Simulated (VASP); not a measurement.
# TaHBr2: relaxation of cell and atoms with PBE

TaHBr2:

```
Ta H Br
1.0
     4.53344    0.00000    0.00000
     0.00000    4.53344    0.00000
     0.00000    0.00000    8.81820
Ta H Br
2 2 4
Direct
  0.00000 0.50000 0.90107
  0.50000 0.00000 0.09893
  0.50000 0.00000 0.70472
  0.00000 0.50000 0.29528
  0.00000 0.50000 0.64528
  0.50000 0.00000 0.35472
  0.50000 0.50000 0.00000
  0.00000 0.00000 0.00000
```

The cell was generated, and may not be a known phase.

```json
{
  "Program": "VASP 6.6.1",
  "Task": "relaxation of cell and atoms",
  "Functional": "PBE",
  "Potentials or basis": "VASP PAW PBE potentials, release 64 (Ta_pv, H, Br)",
  "Cutoff": "600 eV",
  "k mesh": "4 × 4 × 2",
  "Occupations": "gaussian, width 0.1 eV",
  "Spin": "collinear spin",
  "Starting moments": "[1.0, 1.0, 0.0, 0.0, 0.0, 0.0, 0.0, 0.0] μB",
  "Dipole correction": "no",
  "Further INCAR settings": "ALGO = Normal; EDIFF = 1e-07; IBRION = 2; EDIFFG = -0.04; NSW = 90; ISIF = 3"
}
```

- Relaxed volume: 29.53 Å³/atom
- Relaxed cell: a = 5.188 Å, b = 5.188 Å, c = 8.777 Å, α = 90.00°, β = 90.00°, γ = 90.00°
- Space group after relaxing (to 0.1 Å): P4/nmm (No. 129)
- Energy gained by relaxing: 960.5 meV/atom
- Ionic steps: 67
- Pressure after relaxing: 0.0 GPa
- Largest force after relaxing: 0.033 eV/Å
- Net moment: 2.87 μB per cell
- Site moments: Ta +1.01; H -0.01; Br +0.02, +0.00 (each value once) μB
- Valence electrons inside the program's atomic spheres: Ta 8.71; H 0.56; Br 4.86, 4.89 (each value once)

Forces in eV/Å, atoms in the order of the input:
```
Ta   0.000  0.000 -0.004
Ta   0.000  0.000  0.004
H    0.000  0.000 -0.033
H    0.000  0.000  0.033
Br   0.000  0.000 -0.007
Br   0.000  0.000  0.007
Br   0.000  0.000  0.000
Br   0.000  0.000  0.000
```

Stress tensor (GPa, compression positive):
```
-0.03  0.00  0.00
 0.00 -0.03  0.00
 0.00  0.00  0.07
```

Step by step:
```tsv
step	energy change (eV)	largest force (eV/Å)	pressure (GPa)	volume (Å³)
1	0.0000	3.0965	17.30	181.23
3	-2.4384	1.0283	-0.12	227.66
5	-2.7719	1.1071	-0.42	232.33
7	-3.9633	2.6404	-1.84	229.19
9	-4.9817	6.1429	6.44	213.84
11	-5.4763	6.4114	3.66	217.16
13	-5.5811	5.5293	3.92	217.19
15	-5.5781	5.2658	4.04	217.19
17	-5.7806	4.7679	3.35	217.66
19	-6.4506	2.9440	0.63	219.75
21	-6.9036	1.2865	-2.92	223.43
23	-6.9502	1.2606	-3.00	222.58
25	-7.2412	0.6208	-1.38	212.37
27	-7.3202	0.5313	0.17	204.97
29	-7.3490	0.4743	0.33	203.99
31	-7.3942	0.4832	0.57	202.35
33	-7.4620	0.3536	1.08	206.35
35	-7.4788	0.4895	1.10	208.72
37	-7.5544	0.2654	-0.18	219.45
39	-7.5685	0.2206	-0.85	227.13
41	-7.5967	0.2220	-0.23	226.82
43	-7.5997	0.3658	0.09	226.65
45	-7.6118	0.0884	0.22	227.05
47	-7.6159	0.1453	-0.09	230.38
49	-7.6188	0.0382	-0.20	232.30
51	-7.6218	0.1234	0.08	231.01
53	-7.6235	0.0840	0.00	231.03
55	-7.6253	0.1315	0.11	231.10
57	-7.6266	0.1308	0.10	231.25
59	-7.6329	0.1286	0.03	231.91
61	-7.6655	0.1167	0.04	234.42
63	-7.6818	0.1507	0.13	235.91
65	-7.6705	0.2953	-0.46	238.32
67	-7.6843	0.0325	0.01	236.27
```

Final structure:
```xyz
8
Lattice="5.1883 0.0000 0.0000 0.0000 5.1883 0.0000 0.0000 0.0000 8.7771" Properties=species:S:1:pos:R:3 pbc="T T T"
Ta    0.0000    2.5942    8.0536
Ta    2.5942    0.0000    0.7235
H     2.5942    0.0000    7.6831
H     0.0000    2.5942    1.0940
Br    0.0000    2.5942    5.5729
Br    2.5942    0.0000    3.2042
Br    2.5942    2.5942    0.0000
Br    0.0000    0.0000    0.0000
```

Levels at points of the mesh, in eV from the Fermi level:
Spin up:
```csv
k point,band 24,band 25,band 26,band 27,band 28,band 29,band 30,band 31,band 32
"(0.00, 0.00, 0.00)",-2.47,-2.27,0.06,0.26,0.30,0.30,0.42,0.69,0.92
"(0.50, 0.00, 0.00)",-2.38,-0.45,-0.45,-0.10,-0.10,0.51,0.51,0.93,0.93
"(0.50, 0.50, 0.00)",-2.77,-0.26,-0.26,-0.21,-0.21,0.17,0.17,3.30,3.30
"(0.00, 0.00, 0.50)",-2.32,-2.27,0.06,0.18,0.18,0.25,0.42,0.92,1.40
"(0.50, 0.00, 0.50)",-2.37,-0.45,-0.45,-0.10,-0.10,0.51,0.51,0.92,0.92
"(0.50, 0.50, 0.50)",-2.68,-0.22,-0.22,-0.12,-0.12,0.05,0.05,2.55,2.55
```
Spin down:
```
           k point  band 22  band 23  band 24  band 25  band 26  band 27
(0.00, 0.00, 0.00)    -2.96    -2.47    -2.16    -1.52     0.95     1.01
(0.50, 0.00, 0.00)    -3.05    -2.27    -2.27     0.56     0.56     0.72
(0.50, 0.50, 0.00)    -2.81    -2.62    -2.62     0.58     0.58     0.85
(0.00, 0.00, 0.50)    -2.92    -2.25    -2.14    -1.52     0.93     0.93
(0.50, 0.00, 0.50)    -3.06    -2.26    -2.26     0.56     0.56     0.72
(0.50, 0.50, 0.50)    -3.06    -2.52    -2.52     0.70     0.70     0.85
```

Run time: 87 min on 1 thread of Intel(R) Xeon(R) 6975P-C (Granite Rapids), with other jobs on the host, peak memory 0.46 GiB.

Caveat: the volume moved by over 15 % at a fixed basis, so the end points are rough; spin-orbit coupling is left out, which moves the levels of the heavy elements.
